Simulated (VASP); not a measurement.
# Li (Im-3m) in VASP: a series of runs, part 2 of 2

VASP 6.6.1. Earlier steps stand in the parts before.

## 3. Single point, HSE06

This run uses another cell than the first one, of 22.47 Å³/atom.

File POSCAR:

```
Li
1.0
   -1.7777401479      1.7777401479      1.7777401479
    1.7777401479     -1.7777401479      1.7777401479
    1.7777401479      1.7777401479     -1.7777401479
Li
1
Direct
    0.0000000000      0.0000000000      0.0000000000
```

File INCAR.step1:

```
SYSTEM = Li
ALGO = Normal
EDIFF = 1E-5
ENCUT = 520
GGA = PE
ISIF = 2
ISMEAR = -1
LASPH = .True.
LCHARG = .False.
LREAL = .False.
LWAVE = .True.
NBANDS = 8
NELM = 60
PREC = Accurate
SIGMA = 0.05
```

File INCAR.step2:

```
SYSTEM = Li
ALGO = Normal
EDIFF = 1E-6
ENCUT = 520
GGA = PE
HFSCREEN = 0.2079
ISIF = 2
ISMEAR = -1
ISTART = 1
LASPH = .True.
LCHARG = .False.
LHFCALC = .True.
LREAL = .False.
LWAVE = .False.
NBANDS = 8
NELM = 60
PREC = Accurate
PRECFOCK = Normal
SIGMA = 0.05
```

File KPOINTS:

```
k-points
0
Gamma
  6 6 6
  0 0 0
```

Potentials or basis: VASP PAW PBE potentials, release 64 (Li_sv).

Command:

```sh
$ cat potpaw_PBE.64/Li_sv/POTCAR > POTCAR
$ cp INCAR.step1 INCAR
$ mpirun -np 1 vasp_std > vasp.out
$ cp INCAR.step2 INCAR
$ mpirun -np 1 vasp_std > vasp.out
```

OUTCAR:

```text
SYSTEM = Li
   EDIFF = 1E-6
   ENCUT = 520
   GGA = PE
   HFSCREEN = 0.2079
   ISIF = 2
   ISMEAR = -1
   ISTART = 1
   LASPH = .True.
   LHFCALC = .True.
   LREAL = .False.
   NELM = 60
   PREC = Accurate
   PRECFOCK = Normal

 ion  position               nearest neighbor table
   1  0.000  0.000  0.000-

  LATTYP: Found a body centered cubic cell.
 ALAT       =     3.5554802958

  Lattice vectors:

 A1 = (  -1.7777401479,   1.7777401479,   1.7777401479)
 A2 = (   1.7777401479,  -1.7777401479,   1.7777401479)
 A3 = (   1.7777401479,   1.7777401479,  -1.7777401479)

Analysis of symmetry for initial positions (statically):
=====================================================================
 Subroutine PRICEL returns:
 Original cell was already a primitive cell.

 Routine SETGRP: Setting up the symmetry group for a
 body centered cubic supercell.

 Subroutine GETGRP returns: Found 48 space group operations
 (whereof 48 operations were pure point group operations)
 out of a pool of 48 trial point group operations.

[... 157 lines left out ...]

 E-fermi :   0.4080     XC(G=0):  -5.7581

 val. band max:       -0.0983477968   @ k =   0.1667   0.1667   0.1667
 cond. band min:       0.4206322313   @ k =   0.3333   0.1667  -0.0000
 fundamental gap:      0.5189800281
 Fermi energy:         0.4080369750

 k-point     1 :       0.0000    0.0000    0.0000
  band No.  band energies     occupation
      1     -50.0231      2.00000
      2      -3.8121      2.00000
      3      14.7536      0.00000
      4      14.7536      0.00000
      5      14.7537      0.00000
      6      19.1990      0.00000
      7      19.1990      0.00000
      8      19.1990      0.00000
[... 155 lines left out ...]
 k-point    16 :       0.5000    0.5000    0.5000
  band No.  band energies     occupation
      1     -50.0011      2.00000
      2       6.0952      0.00000
      3       6.0952      0.00000
      4       6.0952      0.00000
      5       8.1966      0.00000
      6       8.1966      0.00000
      7      13.3920      0.00000
      8      28.0003      0.00000

------------------------ aborting loop because EDIFF is reached ----------------------------------------

  FORCE on cell =-STRESS in cart. coord.  units (eV):
  Direction    XX          YY          ZZ          XY          YZ          ZX
  --------------------------------------------------------------------------------------
  -------------------------------------------------------------------------------------
  Total       -0.1200862     -0.1200862     -0.1200862     -0.0000000     -0.0000000     -0.0000000
  in kB       -8.5612806     -8.5612806     -8.5612806     -0.0000000     -0.0000000     -0.0000000
  external PRESSURE =      -8.5612806 kB  Pullay stress =       0.0000000 kB

 VOLUME and BASIS-vectors are now :
 -----------------------------------------------------------------------------
  energy-cutoff  :      520.00
  volume of cell :       22.47
      direct lattice vectors                 reciprocal lattice vectors
    -1.777740148  1.777740148  1.777740148     0.000000000  0.281255953  0.281255953
     1.777740148 -1.777740148  1.777740148     0.281255953  0.000000000  0.281255953
     1.777740148  1.777740148 -1.777740148     0.281255953  0.281255953  0.000000000

 POSITION                                       TOTAL-FORCE (eV/Angst)
 -----------------------------------------------------------------------------------
      0.00000      0.00000      0.00000         0.000000      0.000000     -0.000000
 -----------------------------------------------------------------------------------
    total drift:                                0.000000      0.000000      0.000000

  FREE ENERGIE OF THE ION-ELECTRON SYSTEM (eV)
  ---------------------------------------------------
  free  energy   TOTEN  =        -1.9331743620 eV

  energy  without entropy=       -1.9179182691  energy(sigma->0) =       -1.92554632
```

OUTCAR.step1:

```text
SYSTEM = Li
   EDIFF = 1E-5
   ENCUT = 520
   GGA = PE
   ISIF = 2
   ISMEAR = -1
   LASPH = .True.
[... 381 lines left out ...]
 -----------------------------------------------------------------------------------
      0.00000      0.00000      0.00000        -0.000000      0.000000      0.000000
 -----------------------------------------------------------------------------------
    total drift:                               -0.000000      0.000000     -0.000000

  FREE ENERGIE OF THE ION-ELECTRON SYSTEM (eV)
  ---------------------------------------------------
  free  energy   TOTEN  =        -1.8680636888 eV

  energy  without entropy=       -1.8527195559  energy(sigma->0) =       -1.86039162
```

OSZICAR.step1:

```text
N       E                     dE             d eps       ncg     rms          rms(c)
DAV:   1    -0.865154931530E-01   -0.86515E-01   -0.70753E+02   264   0.240E+02
DAV:   2    -0.184491938797E+01   -0.17584E+01   -0.17147E+01   360   0.343E+01
DAV:   3    -0.186953592126E+01   -0.24617E-01   -0.24617E-01   280   0.307E+00
DAV:   4    -0.186990326443E+01   -0.36734E-03   -0.36734E-03   376   0.342E-01
DAV:   5    -0.186990792597E+01   -0.46615E-05   -0.46616E-05   312   0.348E-02    0.293E-01
DAV:   6    -0.186871205365E+01    0.11959E-02   -0.27166E-04   400   0.764E-02    0.166E-01
DAV:   7    -0.186805767221E+01    0.65438E-03   -0.64033E-04   408   0.105E-01    0.259E-02
DAV:   8    -0.186806368876E+01   -0.60166E-05   -0.81642E-06   264   0.212E-02
   1 F= -.18680637E+01 E0= -.18603916E+01  d E =-.153441E-01
```

Wall time 2.3 min (1 thread of Intel Xeon Platinum 8259CL at 2.50GHz (Skylake/Cascade Lake), shared host); peak memory 0.22 GiB.

Results:

- Free energy: -1.9332 eV
- Band gap on the k mesh: zero (an odd number of electrons rules out a gap without spin polarisation)

Levels at points of the mesh, in eV from the Fermi level:
| k point | band 1 | band 2 | band 3 | band 4 | band 5 | band 6 |
| --- | --- | --- | --- | --- | --- | --- |
| (0.00, 0.00, 0.00) | -50.43 | -4.22 | 14.35 | 14.35 | 14.35 | 18.79 |
| (0.50, 0.00, 0.00) | -50.42 | 0.34 | 3.16 | 10.33 | 11.72 | 13.38 |
| (0.50, 0.50, 0.50) | -50.41 | 5.69 | 5.69 | 5.69 | 7.79 | 7.79 |

Caveat: the k points lie up to 0.42 Å⁻¹ apart, too coarse for converged energies and pressures of a metal; the cutoff is under 1.25 times the usual one of these potentials, so pressure, stress and relaxed cells hold a basis-set (Pulay) error; the PAW data sets were made with another functional, which shifts forces and pressure a little.
